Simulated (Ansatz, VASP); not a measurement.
**One calculation of Zn, two programs**

```xyz
1
Lattice="1.7099 0.9872 2.2080 -1.7099 0.9872 2.2080 0.0000 -1.9744 2.2080" Properties=species:S:1:pos:R:3 pbc="T T T"
Zn    0.0000    0.0000    0.0000
```

Alike in both runs: task single point; functional PBE; k mesh 6 × 6 × 6; occupations gaussian, width 0.1 eV; no spin polarisation.

|  | VASP | Ansatz |
| --- | --- | --- |
| version | VASP 6.6.1 | Ansatz 0.2.0 |
| potentials or method | VASP PAW PBE potentials, release 64 (Zn), cutoff 500 eV | scalar-relativistic, plane waves, PAW |
| valence electrons in the cell | 12 | 12 |

```tsv
	VASP	Ansatz	Ansatz less VASP
gap on the k mesh at the Fermi level (eV)	none	none	-
pressure (GPa)	-9.2	-9.2	-0.03
traceless stress, the component that is largest in VASP (GPa)	-1.13	-1.15	-0.022
```

A gap of «none» marks a metal or a gap that the smearing closes.

The k mesh is coarse, so the values compare programs but aren't converged.
